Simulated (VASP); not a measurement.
Input of a VASP 6.6.1 run:

The input INCAR:

```
SYSTEM = KF
ALGO = Normal ; EDIFF = 1E-6
ENCUT = 520 ; GGA = PE
ISIF = 2 ; ISMEAR = 0
LASPH = .True. ; LCHARG = .False.
LREAL = .False. ; LWAVE = .False.
NBANDS = 15 ; NELM = 100
PREC = Accurate ; SIGMA = 0.05
```

The input KPOINTS:

```
k-points
0
Gamma
  8 8 8
  0 0 0
```

Contents of POSCAR:

```
KF
1.0
    0.0000000000      2.7105354767      3.0154707178
    2.9002729601      0.0000000000      3.0154707178
    2.9002729601      2.7105354767      0.0000000000
K F
1 1
Direct
    0.0000000000      0.0000000000      0.0000000000
    0.5000000000      0.5000000000      0.5000000000
```

Potentials or basis: VASP PAW PBE potentials, release 64 (K_sv, F).

Launch:

```sh
$ cat potpaw_PBE.64/K_sv/POTCAR potpaw_PBE.64/F/POTCAR > POTCAR
$ mpirun -np 1 vasp_std > vasp.out
```

**Question.** What does it give for the pressure?

**Answer.** -3.0 GPa.

**Question.** Predict the band gap on the k mesh.

**Answer.** 5.11 eV.

Stress tensor (GPa, compression positive):
```
-3.39  0.00  0.00
 0.00 -2.05  0.00
 0.00  0.00 -3.59
```

Caveat: the cell differs from its parent crystal (normal strain along x +0.0700, normal strain along z +0.1125); the cell stands under tension. A k mesh can miss the band edges.
